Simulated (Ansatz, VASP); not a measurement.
Al3GaN4 in VASP and in Ansatz

File POSCAR:

```
Al3GaN4
1.0
    5.0376935905      0.0000000000      0.0000000000
    0.0000000000      3.1254377800      0.0000000000
   -0.0033559659      0.0000000000      5.4111720837
Al Ga N
3 1 4
Direct
    0.5000987300      0.5000000000      0.1672803900
    0.0007635700      0.5000000000      0.8349643100
    0.0008865500      0.0000000000      0.3315828000
    0.4997148900      0.0000000000      0.6661637400
    0.1101354300      0.0000000000      0.6662955400
    0.1225865200      0.5000000000      0.1671738600
    0.6259035500      0.5000000000      0.8412775200
    0.6235097600      0.0000000000      0.3252628400
```

Contents of INCAR.step1:

```
ALGO = Normal
EDIFF = 1E-4
ENCUT = 520
GGA = PE
ISMEAR = 0
LASPH = True
LCHARG = False
LREAL = False
LWAVE = True
NBANDS = 31
NELM = 60
PREC = Accurate
SIGMA = 0.1
```

INCAR.step2

```
ALGO = Normal
EDIFF = 1E-6
ENCUT = 520
ISIF = 2
ISMEAR = 0
ISTART = 1
LASPH = True
LCHARG = True
LELF = True
LMIXTAU = True
LREAL = False
LVHAR = True
LWAVE = False
METAGGA = R2SCAN
NBANDS = 31
NELM = 60
PREC = Accurate
SIGMA = 0.1
```

KPOINTS

```
k-points
0
Gamma
  4 6 4
```

Input for Ansatz:

```yaml
crystal:
  lattice:
    - [5.0376935905, 0.0, 0.0]
    - [0.0, 3.12543778, 0.0]
    - [-0.0033559659, 0.0, 5.4111720837]
  atoms:
    - { symbol: Al, position: [0.50009873, 0.5, 0.16728039] }
    - { symbol: Al, position: [0.00076357, 0.5, 0.83496431] }
    - { symbol: Al, position: [0.00088655, 0.0, 0.3315828] }
    - { symbol: Ga, position: [0.49971489, 0.0, 0.66616374] }
    - { symbol: "N", position: [0.11013543, 0.0, 0.66629554] }
    - { symbol: "N", position: [0.12258652, 0.5, 0.16717386] }
    - { symbol: "N", position: [0.62590355, 0.5, 0.84127752] }
    - { symbol: "N", position: [0.62350976, 0.0, 0.32526284] }
basis:
  ecutwfc: 500
kpoints:
  mp_grid: { grid: [4, 6, 4] }
hamiltonian:
  xc: r2scan
scf:
  occupations: { method: gaussian, width: 0.1 }
output:
  forces: true
  stress: true
  eigenvalues: true
```

Alike in both runs: task single point; functional r2SCAN; k mesh 4 × 6 × 4; occupations gaussian, width 0.1 eV; no spin polarisation.

```csv
,VASP,Ansatz
version,VASP 6.6.1,Ansatz 0.2.0
potentials or method,"VASP PAW PBE potentials, release 64 (Al, Ga_d, N), cutoff 520 eV","scalar-relativistic, plane waves, PAW"
valence electrons in the cell,42,42
```

|  | VASP | Ansatz | Ansatz less VASP |
| --- | --- | --- | --- |
| gap on the k mesh at the Fermi level (eV) | 4.15 | 4.14 | -0.016 |
| least direct gap on the mesh (eV) | 4.15 | 4.14 | -0.016 |
| pressure (GPa) | 0.0 | 0.0 | -0.01 |
| traceless stress, the component that is largest in VASP (GPa) | 0.07 | 0.06 | -0.011 |
| rms of the force components (eV/Å) | 0.006 | 0.030 | +0.0239 |

VASP's potentials were made for PBE, not for r2SCAN. Atom by atom the forces differ by 0.028 eV/Å (rms over components).
